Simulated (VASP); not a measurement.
A run of VASP 6.6.1:

The input INCAR:

```
PREC = Accurate
ENCUT = 520
EDIFF = 1E-6
ISMEAR = 0
SIGMA = 0.03
LREAL = False
LASPH = True
NELM = 60
ALGO = Normal
ISIF = 2
LWAVE = False
LCHARG = False
GGA = PS
NBANDS = 16
```

File KPOINTS:

```
regular mesh
0
Gamma
  12 12 12
```

Contents of POSCAR:

```
Si
1.0
   -3.1757634514      3.1757634514      1.9877103442
    3.1757634514     -3.1757634514      1.9877103442
    3.1757634514      3.1757634514     -1.9877103442
Si
4
Direct
    0.1787304307      0.1787304307      0.3574608614
    0.8212695693      0.8212695693      0.6425391386
    0.1787304307      0.8212695693      0.0000000000
    0.8212695693      0.1787304307      0.0000000000
```

Potentials or basis: VASP PAW PBE potentials, release 64 (Si).

Run with:

```console
$ cat potpaw_PBE.64/Si/POTCAR > POTCAR
$ mpirun -np 1 vasp_std > vasp.out
```

Hardware: 1 thread of Intel Xeon 8259CL, on a shared host.

**Question.** Estimate the wall time of this run.

**Answer.** Wall time 3.6 min on 1 thread of Intel Xeon 8259CL, with other jobs on the host, peak memory 0.32 GiB. Counts: scf iterations 13, k points 163.
